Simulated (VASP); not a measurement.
# Be (P6_3/mmc) in VASP: a series of runs

The runs below take Be through single point, with PBEsol.

All numbers are computed with VASP 6.6.1; they aren't measurements. Logs are shortened: lines on timing, memory, paths and dates and some standing lists are left out, and cuts for length are marked.

### 1 The cell of the first run

Symmetry: P6_3/mmc, No. 194, hexagonal system. Conventional cell: a = 2.255 Å, b = 2.255 Å, c = 3.558 Å, α = 90.00°, β = 90.00°, γ = 120.00°. Be (site symmetry -6m2) has 12 Be at 2.20 to 2.26 Å within 2.9 Å.

### 2 Single point, PBEsol

Input file INCAR:

```
SYSTEM = Be
PREC = Accurate
ENCUT = 520
EDIFF = 1E-6
ISMEAR = 0
SIGMA = 0.1
LREAL = .FALSE.
LASPH = .TRUE.
NELM = 80
ALGO = Normal
ISIF = 2
LWAVE = .FALSE.
LCHARG = .FALSE.
GGA = PS
NBANDS = 9
```

Input file KPOINTS:

```
Automatic mesh
0
G
  21 21 12
  0 0 0
```

Input file POSCAR:

```
Be
1.0
    2.2550681434      0.0000000000      0.0000000000
   -1.1275340717      1.9529462995      0.0000000000
    0.0000000000      0.0000000000      3.5583492359
Be
2
Direct
    0.3333333333      0.6666666667      0.2500000000
    0.6666666667      0.3333333333      0.7500000000
```

Potentials or basis: VASP PAW PBE potentials, release 64 (Be).

The run is started by

```sh
> cat potpaw_PBE.64/Be/POTCAR > POTCAR
> mpirun -np 1 vasp_std > vasp.out
```

OUTCAR:

```text
SYSTEM = Be
   PREC = Accurate
   ENCUT = 520
   EDIFF = 1E-6
   ISMEAR = 0
   LREAL = .FALSE.
   LASPH = .TRUE.
   NELM = 80
   ISIF = 2
   GGA = PS

 ion  position               nearest neighbor table
   1  0.333  0.667  0.250-   2 2.20   2 2.20   2 2.20   2 2.20   2 2.20   2 2.20
   2  0.667  0.333  0.750-   1 2.20   1 2.20   1 2.20   1 2.20   1 2.20   1 2.20

  LATTYP: Found a hexagonal cell.
 ALAT       =     2.2550681434
 C/A-ratio  =     1.5779342395

  Lattice vectors:

 A1 = (   2.2550681434,   0.0000000000,   0.0000000000)
 A2 = (  -1.1275340717,   1.9529462995,   0.0000000000)
 A3 = (   0.0000000000,   0.0000000000,   3.5583492359)

Analysis of symmetry for initial positions (statically):
=====================================================================
 Subroutine PRICEL returns:
 Original cell was already a primitive cell.

 Routine SETGRP: Setting up the symmetry group for a
 hexagonal supercell.

 Subroutine GETGRP returns: Found 24 space group operations
 (whereof 12 operations were pure point group operations)
 out of a pool of 24 trial point group operations.

The static configuration has the point symmetry D_3d.
 The point group associated with its full space group is D_6h.

Analysis of symmetry for dynamics (positions and initial velocities):
=====================================================================
 Subroutine PRICEL returns:
 Original cell was already a primitive cell.

 Routine SETGRP: Setting up the symmetry group for a
 hexagonal supercell.

 Subroutine GETGRP returns: Found 24 space group operations
 (whereof 12 operations were pure point group operations)
 out of a pool of 24 trial point group operations.

The dynamic configuration has the point symmetry D_3d.
 The point group associated with its full space group is D_6h.

 Subroutine INISYM returns: Found 24 space group operations
 (whereof 12 operations are pure point group operations),
 and found     1 'primitive' translations

----------------------------------------------------------------------------------------

                                     Primitive cell

  volume of cell :      15.6711

  direct lattice vectors                    reciprocal lattice vectors
     2.255068143  0.000000000  0.000000000     0.443445580  0.256023425  0.000000000
    -1.127534072  1.952946299  0.000000000     0.000000000  0.512046850  0.000000000
     0.000000000  0.000000000  3.558349236     0.000000000  0.000000000  0.281029189

[... 88 lines left out ...]
   NFREE  =      0    steps in history (QN), initial steepest desc. (CG)
   ISIF   =      2    stress and relaxation
   ISYM   =      2    0-nonsym 1-usesym 2-fastsym
   POTIM  = 0.5000    time-step for ionic-motion
   TEBEG  =    0.0;   TEEND  =   0.0 temperature during run
   PSTRESS=    0.0 pullay stress
   NELECT =       4.0000    total number of electrons
   NUPDOWN=      -1.0000    fix difference up-down
   EMIN   =  10.00;   EMAX   =-10.00  energy-range for DOS
   EFERMI =   0.00;   METHOD = LEGACY
   ISMEAR =     0;   SIGMA  =   0.10  broadening in eV -4-tet -1-fermi 0-gaus
   EFERMI_NEDOS =   21; number of points for ismear=-14 and -15
   IALGO  =     38    algorithm
   IMIX   =      4    mixing-type and parameters
     AMIX     =   0.40;   BMIX     =  1.00
     AMIX_MAG =   1.60;   BMIX_MAG =  1.00
  volume/ion in A,a.u.               =       7.84        52.88
  Fermi-wavevector in a.u.,A,eV,Ry     =   1.038473  1.962430 14.672886  1.078427
  Thomas-Fermi vector in A             =   2.172959
   LORBIT       =      0    0 simple, 1 ext, 2 COOP (PROOUT), +10 PAW based schemes
   GGA     = PS    functional components
   LHFCALC =     F    Hartree Fock is set to
   AEXX    =    0.0000 exact exchange contribution
   IVDW    =     0    specifies the selected vdW correction
   LEPSILON=     F    determine dielectric tensor
   LRPA    =     F    only Hartree local field effects (RPA)
 non-spin polarized calculation
 Gauss-broadening in eV      SIGMA  =   0.10
  energy-cutoff  :      520.00
  volume of cell :       15.67
 maximum number of plane-waves:       446
 NGX is ok and might be reduce to    18
   NGX =  9   NGY =  9   NGZ = 13

 number of electron       4.0000000 magnetization

 Free energy of the ion-electron system (eV)
  ---------------------------------------------------
  ext. energy  EPLUGINS =         0.00000000
  ---------------------------------------------------
  free energy    TOTEN  =        -7.99302329 eV

  energy without entropy =       -7.99152276  energy(sigma->0) =       -7.99227302

 E-fermi :   7.1231     XC(G=0): -10.6376

 val. band max:        7.1208497346   @ k =   0.3333   0.0476   0.0000
 cond. band min:       7.1427965356   @ k =   0.3333   0.2857   0.0833
 fundamental gap:      0.0219468010
 Fermi energy:         7.1230695143

 k-point     1 :       0.0000    0.0000    0.0000
  band No.  band energies     occupation
      1      -4.3039      2.00000
      2       2.5774      2.00000
      3       8.2099      0.00000
      4      23.2386      0.00000
      5      23.2386      0.00000
      6      26.0910      0.00000
      7      26.0910      0.00000
      8      28.1272      0.00000
      9      34.3664      0.00000
[... 265 lines left out ...]
 k-point    24 :       0.1905    0.0952    0.0000
  band No.  band energies     occupation
      1      -2.4708      2.00000
      2       4.9772      2.00000
      3       8.4984      0.00000
      4      15.3788      0.00000
      5      17.6888      0.00000
      6      23.4836      0.00000
      7      24.2329      0.00000
      8      25.2357      0.00000
      9      29.0594      0.00000

 [... further k-points ...]

------------------------ aborting loop because EDIFF is reached ----------------------------------------

  FORCE on cell =-STRESS in cart. coord.  units (eV):
  Direction    XX          YY          ZZ          XY          YZ          ZX
  --------------------------------------------------------------------------------------
  -------------------------------------------------------------------------------------
  Total        0.0337634      0.0337634      0.0407810      0.0000000      0.0000000      0.0000000
  in kB        3.4519010      3.4519010      4.1693625      0.0000000      0.0000000      0.0000000
  external PRESSURE =       3.6910548 kB  Pullay stress =       0.0000000 kB

 VOLUME and BASIS-vectors are now :
 -----------------------------------------------------------------------------
  energy-cutoff  :      520.00
  volume of cell :       15.67
      direct lattice vectors                 reciprocal lattice vectors
     2.255068143  0.000000000  0.000000000     0.443445580  0.256023425  0.000000000
    -1.127534072  1.952946299  0.000000000     0.000000000  0.512046850  0.000000000
     0.000000000  0.000000000  3.558349236     0.000000000  0.000000000  0.281029189

 POSITION                                       TOTAL-FORCE (eV/Angst)
 -----------------------------------------------------------------------------------
     -0.00000      1.30196      0.88959         0.000000     -0.000000      0.000000
      1.12753      0.65098      2.66876        -0.000000      0.000000      0.000000
 -----------------------------------------------------------------------------------
    total drift:                                0.000000     -0.000000      0.000000

  FREE ENERGIE OF THE ION-ELECTRON SYSTEM (eV)
  ---------------------------------------------------
  free  energy   TOTEN  =        -7.9930232853 eV

  energy  without entropy=       -7.9915227646  energy(sigma->0) =       -7.99227302
```

Wall time 20 s (1 thread of Intel Xeon Platinum 8488C (Sapphire Rapids), shared host); peak memory 0.15 GiB.

Results:

```yaml
Free_energy: -7.9930 eV
Pressure: 0.4 GPa
Band_gap_on_the_k_mesh: zero (bands 2 and 3 overlap by 2.09 eV)
```

Levels at points of the mesh, in eV from the Fermi level:
| k point | band 1 | band 2 | band 3 | band 4 | band 5 | band 6 | band 7 |
| --- | --- | --- | --- | --- | --- | --- | --- |
| (0.00, 0.00, 0.00) | -11.43 | -4.55 | 1.09 | 16.12 | 16.12 | 18.97 | 18.97 |
| (0.00, 0.00, 0.50) | -9.27 | -9.27 | 10.69 | 10.69 | 17.77 | 17.77 | 17.77 |

Caveat: the PAW data sets were made with another functional, which shifts forces and pressure a little.

### 3 Single point, PBEsol

Input file INCAR:

```
  PREC = Accurate
  ENCUT = 520
  EDIFF = 1E-7
  ISMEAR = -1
  SIGMA = 0.15
  LREAL = F
  LASPH = T
  NELM = 80
  ALGO = Normal
  ISIF = 2
  LWAVE = F
  LCHARG = F
  GGA = PS
  NBANDS = 9
```

Input file KPOINTS:

```
Automatic mesh
0
Gamma
  21 21 12
```

Input file POSCAR:

```
Be
1.0
    2.2560263256      0.0000000000      0.0000000000
   -1.1280131628      1.9537761096      0.0000000000
    0.0000000000      0.0000000000      3.5564376308
Be
2
Direct
    0.3333333333      0.6666666667      0.2500000000
    0.6666666667      0.3333333333      0.7500000000
```

Potentials or basis: VASP PAW PBE potentials, release 64 (Be).

The run is started by

```sh
> cat potpaw_PBE.64/Be/POTCAR > POTCAR
> mpirun -np 1 vasp_std > vasp.out
```

OUTCAR:

```text
PREC = Accurate
   ENCUT = 520
   EDIFF = 1E-7
   ISMEAR = -1
   LREAL = F
   LASPH = T
   NELM = 80
   ISIF = 2
   GGA = PS

 ion  position               nearest neighbor table
   1  0.333  0.667  0.250-   2 2.20   2 2.20   2 2.20   2 2.20   2 2.20   2 2.20
   2  0.667  0.333  0.750-   1 2.20   1 2.20   1 2.20   1 2.20   1 2.20   1 2.20

  LATTYP: Found a hexagonal cell.
 ALAT       =     2.2560263256
 C/A-ratio  =     1.5764167246

  Lattice vectors:

 A1 = (   2.2560263256,   0.0000000000,   0.0000000000)
 A2 = (  -1.1280131628,   1.9537761096,   0.0000000000)
 A3 = (   0.0000000000,   0.0000000000,   3.5564376308)

Analysis of symmetry for initial positions (statically):
=====================================================================
 Subroutine PRICEL returns:
 Original cell was already a primitive cell.

 Routine SETGRP: Setting up the symmetry group for a
 hexagonal supercell.

 Subroutine GETGRP returns: Found 24 space group operations
 (whereof 12 operations were pure point group operations)
 out of a pool of 24 trial point group operations.

The static configuration has the point symmetry D_3d.
 The point group associated with its full space group is D_6h.

Analysis of symmetry for dynamics (positions and initial velocities):
=====================================================================
 Subroutine PRICEL returns:
 Original cell was already a primitive cell.

 Routine SETGRP: Setting up the symmetry group for a
 hexagonal supercell.

 Subroutine GETGRP returns: Found 24 space group operations
 (whereof 12 operations were pure point group operations)
 out of a pool of 24 trial point group operations.

The dynamic configuration has the point symmetry D_3d.
 The point group associated with its full space group is D_6h.

 Subroutine INISYM returns: Found 24 space group operations
 (whereof 12 operations are pure point group operations),
 and found     1 'primitive' translations

----------------------------------------------------------------------------------------

                                     Primitive cell

  volume of cell :      15.6760

  direct lattice vectors                    reciprocal lattice vectors
     2.256026326  0.000000000  0.000000000     0.443257239  0.255914686  0.000000000
    -1.128013163  1.953776110  0.000000000     0.000000000  0.511829372  0.000000000
     0.000000000  0.000000000  3.556437631     0.000000000  0.000000000  0.281180244

  length of vectors
     2.256026326  2.256026326  3.556437631     0.511829372  0.511829372  0.281180244

  position of ions in fractional coordinates (direct lattice)
     0.333333333  0.666666667  0.250000000
     0.666666667  0.333333333  0.750000000

  ion indices of the primitive-cell ions
   primitive index   ion index
                 1           1
                 2           2

----------------------------------------------------------------------------------------

 KPOINTS: Automatic mesh

Automatic generation of k-mesh.
 Grid dimensions read from file:
 generate k-points for:   21   21   12

 Generating k-lattice:

  Cartesian coordinates                     Fractional coordinates (reciprocal lattice)
     0.021107488  0.012186414  0.000000000     0.047619048  0.000000000  0.000000000
     0.000000000  0.024372827  0.000000000     0.000000000  0.047619048  0.000000000
     0.000000000  0.000000000  0.023431687     0.000000000  0.000000000  0.083333333

  Length of vectors
     0.024372827  0.024372827  0.023431687

  Shift w.r.t. Gamma in fractional coordinates (k-lattice)
     0.000000000  0.000000000  0.000000000

 Subroutine IBZKPT returns following result:
 ===========================================

 Found    336 irreducible k-points:

 Following reciprocal coordinates:
            Coordinates               Weight
  0.000000  0.000000  0.000000      1.000000
  0.047619 -0.000000  0.000000      6.000000
  0.095238 -0.000000  0.000000      6.000000
  0.142857 -0.000000  0.000000      6.000000
  0.190476 -0.000000  0.000000      6.000000
  0.238095 -0.000000  0.000000      6.000000
[... 16 lines left out ...]
  0.142857  0.095238  0.000000     12.000000
  0.190476  0.095238  0.000000     12.000000
 [... further k-points ...]
   k-points           NKPTS =    336   k-points in BZ     NKDIM =    336   number of bands    NBANDS=      9
   number of dos      NEDOS =    301   number of ions     NIONS =      2
   total plane-waves  NPLWV =   9072
   dimension x,y,z NGX =    18 NGY =   18 NGZ =   28
   dimension x,y,z NGXF=    36 NGYF=   36 NGZF=   56
   ions per type =               2
   NGX,Y,Z   is equivalent  to a cutoff of  13.26, 13.26, 13.09 a.u.
   NGXF,Y,Z  is equivalent  to a cutoff of  26.53, 26.53, 26.18 a.u.
 SYSTEM =  unknown system
   PREC   = accura    normal or accurate (medium, high low for compatibility)
   ISTART =      0    job   : 0-new  1-cont  2-samecut
   ICHARG =      2    charge: 1-file 2-atom 10-const
   ISPIN  =      1    spin polarized calculation?
   LNONCOLLINEAR =      F non collinear calculations
   LSORBIT =      F    spin-orbit coupling
   LASPH  =      T    aspherical Exc in radial PAW
   ENCUT  =  520.0 eV  38.22 Ry    6.18 a.u.   4.19  4.19  6.61*2*pi/ulx,y,z
   NELM   =     80;   NELMIN=  2; NELMDL= -5     # of ELM steps
   EDIFF  = 0.1E-06   stopping-criterion for ELM
   LREAL  =      F    real-space projection
   EDIFFG = 0.1E-05   stopping-criterion for IOM
   NSW    =      0    number of steps for IOM
   IBRION =     -1    ionic relax: 0-MD 1-quasi-New 2-CG
   NFREE  =      0    steps in history (QN), initial steepest desc. (CG)
   ISIF   =      2    stress and relaxation
   ISYM   =      2    0-nonsym 1-usesym 2-fastsym
   POTIM  = 0.5000    time-step for ionic-motion
   TEBEG  =    0.0;   TEEND  =   0.0 temperature during run
   PSTRESS=    0.0 pullay stress
   NELECT =       4.0000    total number of electrons
   NUPDOWN=      -1.0000    fix difference up-down
   EMIN   =  10.00;   EMAX   =-10.00  energy-range for DOS
   EFERMI =   0.00;   METHOD = LEGACY
   ISMEAR =    -1;   SIGMA  =   0.15  broadening in eV -4-tet -1-fermi 0-gaus
   EFERMI_NEDOS =   21; number of points for ismear=-14 and -15
   IALGO  =     38    algorithm
   IMIX   =      4    mixing-type and parameters
     AMIX     =   0.40;   BMIX     =  1.00
     AMIX_MAG =   1.60;   BMIX_MAG =  1.00
  volume/ion in A,a.u.               =       7.84        52.89
  Fermi-wavevector in a.u.,A,eV,Ry     =   1.038365  1.962226 14.669832  1.078202
  Thomas-Fermi vector in A             =   2.172846
   LORBIT       =      0    0 simple, 1 ext, 2 COOP (PROOUT), +10 PAW based schemes
   GGA     = PS    functional components
   LHFCALC =     F    Hartree Fock is set to
   AEXX    =    0.0000 exact exchange contribution
   IVDW    =     0    specifies the selected vdW correction
   LEPSILON=     F    determine dielectric tensor
   LRPA    =     F    only Hartree local field effects (RPA)
 non-spin polarized calculation
  energy-cutoff  :      520.00
  volume of cell :       15.68
 maximum number of plane-waves:       446
 NGX is ok and might be reduce to    18
   NGX =  9   NGY =  9   NGZ = 13

 number of electron       4.0000000 magnetization

 Free energy of the ion-electron system (eV)
  ---------------------------------------------------
  ext. energy  EPLUGINS =         0.00000000
  ---------------------------------------------------
  free energy    TOTEN  =        -7.99976567 eV

  energy without entropy =       -7.98731476  energy(sigma->0) =       -7.99354021

 E-fermi :   7.1314     XC(G=0): -10.6365

 val. band max:        7.1182495911   @ k =   0.3333   0.0476   0.0000
 cond. band min:       7.1342088636   @ k =   0.3333   0.2857   0.0833
 fundamental gap:      0.0159592725
 Fermi energy:         7.1314196534

 k-point     1 :       0.0000    0.0000    0.0000
  band No.  band energies     occupation
      1      -4.3048      2.00000
      2       2.5848      2.00000
      3       8.2228      0.00138
      4      23.2122      0.00000
      5      23.2122      0.00000
      6      26.0694      0.00000
      7      26.0694      0.00000
      8      28.1404      0.00000
      9      34.3456      0.00000
[... 265 lines left out ...]
 k-point    24 :       0.1905    0.0952    0.0000
  band No.  band energies     occupation
      1      -2.4730      2.00000
      2       4.9824      2.00000
      3       8.5066      0.00021
      4      15.3631      0.00000
      5      17.6707      0.00000
      6      23.4754      0.00000
      7      24.2290      0.00000
      8      25.2283      0.00000
      9      29.0329      0.00000

 [... further k-points ...]
[... 5 lines left out ...]
  --------------------------------------------------------------------------------------
  -------------------------------------------------------------------------------------
  Total        0.0349850      0.0349850      0.0425158      0.0000000      0.0000000      0.0000000
  in kB        3.5756787      3.5756787      4.3453709      0.0000000      0.0000000      0.0000000
  external PRESSURE =       3.8322427 kB  Pullay stress =       0.0000000 kB

 VOLUME and BASIS-vectors are now :
 -----------------------------------------------------------------------------
  energy-cutoff  :      520.00
  volume of cell :       15.68
      direct lattice vectors                 reciprocal lattice vectors
     2.256026326  0.000000000  0.000000000     0.443257239  0.255914686  0.000000000
    -1.128013163  1.953776110  0.000000000     0.000000000  0.511829372  0.000000000
     0.000000000  0.000000000  3.556437631     0.000000000  0.000000000  0.281180244

 POSITION                                       TOTAL-FORCE (eV/Angst)
 -----------------------------------------------------------------------------------
     -0.00000      1.30252      0.88911         0.000000      0.000000      0.000000
      1.12801      0.65126      2.66733        -0.000000     -0.000000      0.000000
 -----------------------------------------------------------------------------------
    total drift:                                0.000000     -0.000000      0.000000

  FREE ENERGIE OF THE ION-ELECTRON SYSTEM (eV)
  ---------------------------------------------------
  free  energy   TOTEN  =        -7.9997656650 eV

  energy  without entropy=       -7.9873147553  energy(sigma->0) =       -7.99354021
```

OSZICAR:

```text
N       E                     dE             d eps       ncg     rms          rms(c)
DAV:   1    -0.333375976428E+01   -0.33338E+01   -0.17881E+03  6104   0.368E+02
DAV:   2    -0.797660766566E+01   -0.46428E+01   -0.44697E+01  9150   0.536E+01
DAV:   3    -0.803277282229E+01   -0.56165E-01   -0.55593E-01  6905   0.387E+00
DAV:   4    -0.803285930838E+01   -0.86486E-04   -0.86478E-04  7591   0.157E-01
DAV:   5    -0.803285936327E+01   -0.54884E-07   -0.55462E-07  6702   0.364E-03    0.125E+00
DAV:   6    -0.800950980901E+01    0.23350E-01   -0.25235E-03  6444   0.497E-01    0.761E-01
DAV:   7    -0.799976693148E+01    0.97429E-02   -0.35054E-03  6385   0.512E-01    0.145E-02
DAV:   8    -0.799976501953E+01    0.19120E-05   -0.14279E-05  6732   0.264E-02    0.624E-03
DAV:   9    -0.799976565006E+01   -0.63054E-06   -0.42126E-07  6768   0.429E-03    0.508E-04
DAV:  10    -0.799976566503E+01   -0.14972E-07   -0.40802E-10  4695   0.142E-04
   1 F= -.79997657E+01 E0= -.79935402E+01  d E =-.124509E-01
```

Wall time 27 s (1 thread of Intel Xeon Platinum 8488C (Sapphire Rapids), shared host); peak memory 0.15 GiB.

What came out:

```
Free energy            : -7.9998 eV
Pressure               : 0.4 GPa
Band gap on the k mesh : zero (bands 2 and 3 overlap by 2.09 eV)
```

Stress tensor (GPa, compression positive):
```
0.36 0.00 0.00
0.00 0.36 0.00
0.00 0.00 0.43
```

Caveat: the PAW data sets were made with another functional, which shifts forces and pressure a little.

The gap in the log of VASP goes by the Fermi energy; the results here count the filled bands.